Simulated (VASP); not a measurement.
# AlN (Fm-3m) in VASP: vibrations by perturbation theory with LDA

Aim: the vibrations by perturbation theory of AlN with LDA.

All numbers are computed with VASP 6.6.1; they aren't measurements. Logs are shortened: lines on timing, memory, paths and dates and some standing lists are left out, and cuts for length are marked.

## (1) The cell of the first run

The structure is cubic, space group Fm-3m (No. 225). The conventional cell has a = 4.010 Å, b = 4.010 Å, c = 4.010 Å, α = 90.00°, β = 90.00°, γ = 90.00°. Al (site symmetry m-3m) has 6 N at 2.01 Å within 2.7 Å. Within 2.7 Å of N (site symmetry m-3m) lie 6 Al at 2.01 Å.

## (2) Vibrations by perturbation theory, LDA

INCAR

```
ALGO     = Normal         # electronic algorithm
EDIFF    = 1E-8           # SCF threshold, eV
ENCUT    = 600            # plane-wave cutoff, eV
GGA      = CA             # functional
GGA_COMPAT= False        
IBRION   = 8              # ionic algorithm
ISIF     = 2              # what is computed and relaxed
ISMEAR   = 0              # smearing method
LASPH    = True           # aspherical terms in the spheres
LCHARG   = False          # write CHGCAR
LEPSILON = True           # dielectric tensor by DFPT
LREAL    = False          # projectors in reciprocal space
LWAVE    = False          # write WAVECAR
NELM     = 120            # most SCF steps
NSW      = 1              # ionic steps
PREC     = Accurate       # precision mode
SIGMA    = 0.01           # smearing width, eV
```

KPOINTS

```
k-points
0
Gamma
  10 10 10
```

POSCAR

```
AlN
1.0
    0.0000000000      2.0051368252      2.0051368252
    2.0051368252      0.0000000000      2.0051368252
    2.0051368252      2.0051368252      0.0000000000
Al N
1 1
Direct
    0.5000000000      0.5000000000      0.5000000000
    0.0000000000      0.0000000000      0.0000000000
```

Potentials or basis: VASP PAW LDA potentials, release 64 (Al, N).

Launch:

```sh
$ cat potpaw_LDA.64/Al/POTCAR potpaw_LDA.64/N/POTCAR > POTCAR
$ mpirun -np 1 vasp_std > vasp.out
```

OUTCAR:

```text
EDIFF = 1E-8
   ENCUT = 600
   GGA = CA
   IBRION = 8
   ISIF = 2
   ISMEAR = 0
   LASPH = True
   LEPSILON = True
   LREAL = False
   NELM = 120
   NSW = 1
   PREC = Accurate

 ion  position               nearest neighbor table
   1  0.500  0.500  0.500-   2 2.01   2 2.01   2 2.01   2 2.01   2 2.01   2 2.01
   2  0.000  0.000  0.000-   1 2.01   1 2.01   1 2.01   1 2.01   1 2.01   1 2.01

  LATTYP: Found a face centered cubic cell.
 ALAT       =     4.0102736504

  Lattice vectors:

 A1 = (   0.0000000000,   2.0051368252,   2.0051368252)
 A2 = (   2.0051368252,   0.0000000000,   2.0051368252)
 A3 = (   2.0051368252,   2.0051368252,   0.0000000000)

Analysis of symmetry for initial positions (statically):
=====================================================================
 Subroutine PRICEL returns:
 Original cell was already a primitive cell.

 Routine SETGRP: Setting up the symmetry group for a
 face centered cubic supercell.

 Subroutine GETGRP returns: Found 48 space group operations
 (whereof 48 operations were pure point group operations)
 out of a pool of 48 trial point group operations.

The static configuration has the point symmetry O_h .

Analysis of symmetry for dynamics (positions and initial velocities):
=====================================================================
 Subroutine PRICEL returns:
 Original cell was already a primitive cell.

 Routine SETGRP: Setting up the symmetry group for a
 face centered cubic supercell.

 Subroutine GETGRP returns: Found 48 space group operations
 (whereof 48 operations were pure point group operations)
 out of a pool of 48 trial point group operations.

The dynamic configuration has the point symmetry O_h .

 Subroutine INISYM returns: Found 48 space group operations
 (whereof 48 operations are pure point group operations),
 and found     1 'primitive' translations

----------------------------------------------------------------------------------------

                                     Primitive cell

  volume of cell :      16.1236

  direct lattice vectors                    reciprocal lattice vectors
     0.000000000  2.005136825  2.005136825    -0.249359542  0.249359542  0.249359542
     2.005136825  0.000000000  2.005136825     0.249359542 -0.249359542  0.249359542
     2.005136825  2.005136825  0.000000000     0.249359542  0.249359542 -0.249359542

  length of vectors
     2.835691693  2.835691693  2.835691693     0.431903396  0.431903396  0.431903396

  position of ions in fractional coordinates (direct lattice)
     0.500000000  0.500000000  0.500000000
     0.000000000  0.000000000  0.000000000

  ion indices of the primitive-cell ions
   primitive index   ion index
                 1           1
                 2           2

----------------------------------------------------------------------------------------

 KPOINTS: k-points

Automatic generation of k-mesh.
 Grid dimensions read from file:
 generate k-points for:   10   10   10

 Generating k-lattice:

  Cartesian coordinates                     Fractional coordinates (reciprocal lattice)
    -0.024935954  0.024935954  0.024935954     0.100000000  0.000000000  0.000000000
     0.024935954 -0.024935954  0.024935954     0.000000000  0.100000000  0.000000000
[... 412 lines left out ...]
  ---------------------------------------------------
  free energy    TOTEN  =        -0.19068343 eV

  energy without entropy =       -0.19068343

------------------------ aborting loop because EDIFF is reached ----------------------------------------

--------------------------------------- Ionic step        2  -------------------------------------------

------------------------ aborting loop because EDIFF is reached ----------------------------------------

--------------------------------------- Ionic step        3  -------------------------------------------

------------------------ aborting loop because EDIFF is reached ----------------------------------------

 PIEZOELECTRIC TENSOR FIELD DIRECTION 3  (e Angst)
 -----------------------------------------------------------------------------
     0.00005  0.00000  0.00000           ( -0.00001  0.00000  0.00000)
     0.00000  0.00005 -0.00000           (  0.00000 -0.00001  0.00000)
     0.00000 -0.00000 -0.00047           (  0.00000  0.00000 -0.00002)

 PIEZOELECTRIC TENSOR FIELD DIRECTION 3  (C/m^2)
 -----------------------------------------------------------------------------
     0.00005  0.00000  0.00000
     0.00000  0.00005 -0.00000
     0.00000 -0.00000 -0.00047

--------------------------------------- Ionic step        4  -------------------------------------------

------------------------ aborting loop because EDIFF is reached ----------------------------------------

[... ionic steps 5 to 6 ...]

--------------------------------------- Ionic step        7  -------------------------------------------

 Free energy of the ion-electron system (eV)
  ---------------------------------------------------
  ---------------------------------------------------
  free energy    TOTEN  =        -0.23344015 eV

  energy without entropy =       -0.23344015

------------------------ aborting loop because EDIFF is reached ----------------------------------------

 INTERNAL STRAIN TENSOR  FOR ION    2  DIRECTION 1   (eV/Angst):
 -----------------------------------------------------------------------------
    -0.02197 -0.00000 -0.00000
     0.00000  0.01490  0.00000
    -0.00000  0.00000  0.01490

 MACROSCOPIC STATIC DIELECTRIC TENSOR (including local field effects in DFT)
 ------------------------------------------------------
           5.030676    -0.000000    -0.000000
           0.000000     5.030676     0.000000
          -0.000000     0.000000     5.030676
 ------------------------------------------------------

 PIEZOELECTRIC TENSOR (including local field effects)  for field in x, y, z        (e  Angst)
          XX          YY          ZZ          XY          YZ          ZX
  --------------------------------------------------------------------------------
  x     0.00000     0.00000     0.00000     0.00000     0.00000     0.00000
  y     0.00000     0.00000     0.00000     0.00000     0.00000     0.00000
  z     0.00000     0.00000     0.00000     0.00000     0.00000     0.00000

 PIEZOELECTRIC TENSOR (including local field effects)  for field in x, y, z        (C/m^2)
          XX          YY          ZZ          XY          YZ          ZX
  --------------------------------------------------------------------------------
  x     0.00000     0.00000     0.00000     0.00000     0.00000     0.00000
  y     0.00000     0.00000     0.00000     0.00000     0.00000     0.00000
  z     0.00000     0.00000     0.00000     0.00000     0.00000     0.00000

 BORN EFFECTIVE CHARGES (including local field effects) (in |e|, cummulative output)
 ---------------------------------------------------------------------------------
 ion    1
    1     2.93616     0.00000     0.00000
    2    -0.00000     2.93616     0.00000
    3    -0.00000     0.00000     2.93616
 ion    2
    1    -2.93616    -0.00000    -0.00000
    2     0.00000    -2.93616    -0.00000
    3     0.00000    -0.00000    -2.93616

 INTERNAL STRAIN TENSOR FOR ION    2 for displacements in x,y,z  (eV/Angst):
          X           Y           Z          XY          YZ          ZX
  --------------------------------------------------------------------------------
  x     0.00000     0.00000     0.00000     0.00000     0.00000     0.00000
  y     0.00000     0.00000     0.00000     0.00000     0.00000     0.00000
  z     0.00000     0.00000     0.00000     0.00000     0.00000     0.00000

 SECOND DERIVATIVES (NOT SYMMETRIZED)
 ------------------------------------
               1X          1Y          1Z          2X          2Y          2Z
  1X    -7.983318    0.000000    0.000000    7.983318    0.000000    0.000000
  1Y     0.000000   -7.983318    0.000000    0.000000    7.983318    0.000000
  1Z     0.000000    0.000000   -7.983318    0.000000    0.000000    7.983318
  2X     7.985532    0.000000    0.000000   -7.985532    0.000000    0.000000
  2Y     0.000000    7.985532    0.000000    0.000000   -7.985532    0.000000
  2Z     0.000000    0.000000    7.985532    0.000000    0.000000   -7.985532

 Eigenvectors and eigenvalues of the dynamical matrix
 ----------------------------------------------------

   1 f  =   14.550239 THz    91.421846 2PiTHz  485.343719 cm-1    60.174925 meV
             X         Y         Z           dx          dy          dz
      2.005137  2.005137  2.005137     0.000000    0.584445    0.000000
      0.000000  0.000000  0.000000     0.000000   -0.811434    0.000000
[... 21 lines left out ...]
   6 f/i=    0.000957 THz     0.006010 2PiTHz    0.031906 cm-1     0.003956 meV
             X         Y         Z           dx          dy          dz
      2.005137  2.005137  2.005137     0.000000    0.000000    0.811434
      0.000000  0.000000  0.000000     0.000000    0.000000    0.584445

--------------------------------------------------------------------------------------------------------

 MACROSCOPIC STATIC DIELECTRIC TENSOR IONIC CONTRIBUTION
 ------------------------------------------------------
          12.117701     0.000000    -0.000000
           0.000000    12.117701     0.000000
          -0.000000     0.000000    12.117701
 ------------------------------------------------------

 ELASTIC MODULI CONTR FROM IONIC RELAXATION (kBar)
 Direction    XX          YY          ZZ          XY          YZ          ZX
 --------------------------------------------------------------------------------
 XX           0.0000      0.0000      0.0000      0.0000      0.0000      0.0000
 YY           0.0000      0.0000      0.0000      0.0000      0.0000      0.0000
 ZZ           0.0000      0.0000      0.0000      0.0000      0.0000      0.0000
 XY           0.0000      0.0000      0.0000      0.0000      0.0000      0.0000
 YZ           0.0000      0.0000      0.0000      0.0000      0.0000      0.0000
 ZX           0.0000      0.0000      0.0000      0.0000      0.0000      0.0000
 --------------------------------------------------------------------------------

 PIEZOELECTRIC TENSOR IONIC CONTR  for field in x, y, z        (C/m^2)
          XX          YY          ZZ          XY          YZ          ZX
  --------------------------------------------------------------------------------
  x     0.00000     0.00000     0.00000     0.00000     0.00000     0.00000
  y     0.00000     0.00000     0.00000     0.00000     0.00000     0.00000
  z     0.00000     0.00000     0.00000     0.00000     0.00000     0.00000
```

Wall time 2.6 min (1 thread of Intel Xeon 8259CL, shared host); peak memory 0.17 GiB.

What came out:

| Item | Value |
| --- | --- |
| Electronic dielectric tensor (diagonal) | 5.03 |
| Born charges (mean of the diagonal) | Al +2.94; N -2.94 e |
| Highest phonon frequency at Γ, LO-TO splitting left out | 485 cm⁻¹ |

Phonon frequencies in cm⁻¹ (negative: imaginary):
| q point | frequencies |
| --- | --- |
| (0.000, 0.000, 0.000) | 0 0 0 485 485 485 |

Electronic dielectric tensor:
```
5.03 0.00 0.00
0.00 5.03 0.00
0.00 0.00 5.03
```

Born effective charge tensors (e):
atom 1, Al
```
2.94 0.00 0.00
0.00 2.94 0.00
0.00 0.00 2.94
```
atom 2, N
```
-2.94  0.00  0.00
 0.00 -2.94  0.00
 0.00  0.00 -2.94
```
